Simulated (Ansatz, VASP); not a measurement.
# Two plane-wave programs on Tl

```
Tl
1.0
     3.52211    0.00000    0.00000
    -1.76106    3.05024    0.00000
     0.00000    0.00000   11.43200
Tl
4
Cartesian
  1.7611 3.0502 11.4320
  1.7611 3.0502 5.7160
  0.0000 2.0335 2.8580
  1.7611 1.0167 8.5740
```

Alike in both runs: task single point; functional PBEsol; k mesh 12 × 12 × 4; occupations fermi-dirac, width 0.1 eV; no spin polarisation.

```csv
,VASP,Ansatz
version,VASP 6.6.1,Ansatz 0.2.0
potentials or method,"VASP PAW PBE potentials, release 64 (Tl_d), cutoff 520 eV","plane waves (420 eV) with PAW, scalar-relativistic"
valence electrons in the cell,52,52
```

Ansatz gave:

```
pressure (GPa) : -2.2
```

Task: What did VASP give for the same quantities?

Result: Pressure (GPa): -2.3.

VASP's potentials were made for PBE, not for PBEsol, and Ansatz warns of the same on its side.

Neither program's run includes spin-orbit coupling.
